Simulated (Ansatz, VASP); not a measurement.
## One calculation of K, two programs

The input INCAR:

```
SYSTEM = K
ALGO = Normal
EDIFF = 1E-6
EDIFFG = -0.01
ENCUT = 600
GGA = PE
IBRION = 2
ISIF = 3
ISMEAR = -1
LASPH = .TRUE.
LCHARG = .FALSE.
LREAL = .FALSE.
LWAVE = .FALSE.
NELM = 100
NSW = 80
PREC = Accurate
SIGMA = 0.1
```

Contents of KPOINTS:

```
k-points
0
G
  5 5 7
  0 0 0
```

File POSCAR:

```
K
1.0
    7.3867433931      0.0000000000      0.0000000000
   -3.6933716966      6.3971074297      0.0000000000
    0.0000000000      0.0000000000      4.5280737000
K
3
Direct
    0.0000000000      0.0000000000      0.0000000000
    0.3333333333      0.6666666667      0.5000000000
    0.6666666667      0.3333333333      0.5000000000
```

Input for Ansatz:

```yaml
crystal:
  lattice:
    - [7.3867433931, 0.0, 0.0]
    - [-3.6933716966, 6.3971074297, 0.0]
    - [0.0, 0.0, 4.5280737]
  atoms:
    - { symbol: K, position: [0.0, 0.0, 0.0] }
    - { symbol: K, position: [0.3333333333, 0.6666666667, 0.5] }
    - { symbol: K, position: [0.6666666667, 0.3333333333, 0.5] }
hamiltonian:
  xc: pbe
  pseudopotentials:
    kind: paw
    azcp:
      K: "pseudopotentials/K.paw.azcp"
basis:
  ecutwfc: 420
  fft_grid_basis: typed
kpoints:
  mp_grid: { grid: [5, 5, 7], shift: [0, 0, 0] }
magnetization:
  spin_polarized: false
scf:
  occupations: { method: fermi_dirac, width: 0.1 }
relax:
  max_steps: 60
  f_tol: 0.01
  cell: {}
```

Alike in both runs: task relaxation of cell and atoms; functional PBE; k mesh 5 × 5 × 7; occupations fermi-dirac, width 0.1 eV; no spin polarisation.

```csv
,VASP,Ansatz
version,VASP 6.6.1,Ansatz 0.2.0
potentials or method,"VASP PAW PBE potentials, release 64 (K_sv), cutoff 600 eV","plane waves (420 eV) with PAW, scalar-relativistic"
valence electrons in the cell,27,27
```

|  | VASP | Ansatz | Ansatz less VASP |
| --- | --- | --- | --- |
| relaxed volume (Å³/atom) | 74.23 | 74.21 | -0.019 |
| relaxed cell length with the largest relative difference (Å) | 4.501 | 4.505 | +0.0039 |
